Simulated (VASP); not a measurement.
Crystal: Ta.

```
Ta
1.0
    -1.65128    1.65128    1.65128
     1.65128   -1.65128    1.65128
     1.65128    1.65128   -1.65128
Ta
1
Direct
  0.00000 0.00000 0.00000
```

```yaml
Program: VASP 6.6.1
Task: relaxation of cell and atoms
Functional: RPBE
Dispersion: D3(BJ)
Potentials_or_basis: VASP PAW PBE potentials, release 64 (Ta_pv)
Cutoff: 600 eV
k_mesh: 11 × 11 × 11
Occupations: fermi-dirac, width 0.05 eV
Spin: no spin polarisation
```

At the start: pressure -38.1 GPa; volume 18.01 Å³/atom.

**Question.** How do energy, volume and symmetry change on relaxing?

**Answer.** Over 5 steps the energy falls by 386.3 meV/atom and the volume is 15.18 Å³/atom (-15.7 %); space group Im-3m (No. 229, to 0.05 Å).

Step by step:
```
step  energy change (eV)  largest force (eV/Å)  pressure (GPa)  volume (Å³)
   1              0.0000                0.0000          -38.11        18.01
   2              4.3431                0.0000          385.54         8.99
   3             -0.3795                0.0000           -6.37        15.51
   4             -0.3854                0.0000           -2.38        15.30
   5             -0.3863                0.0000            0.02        15.18
```

Final structure:
```cif
data_structure
_symmetry_space_group_name_H-M 'P 1'
_symmetry_Int_Tables_number 1
_cell_length_a 2.7015
_cell_length_b 2.7015
_cell_length_c 2.7015
_cell_angle_alpha 109.471
_cell_angle_beta 109.471
_cell_angle_gamma 109.471
_cell_volume 15.18
loop_
_atom_site_label
_atom_site_type_symbol
_atom_site_fract_x
_atom_site_fract_y
_atom_site_fract_z
_atom_site_occupancy
Ta1 Ta 0.00000 0.00000 0.00000 1
```

Caveat: the volume moved by over 15 % at a fixed basis, so the end points are rough; the PAW data sets were made with another functional, which shifts forces and pressure a little; the volume moved by -16 % from the deposited cell, more than functionals usually miss; pairwise dispersion overbinds metals, which lowers pressure and volume.
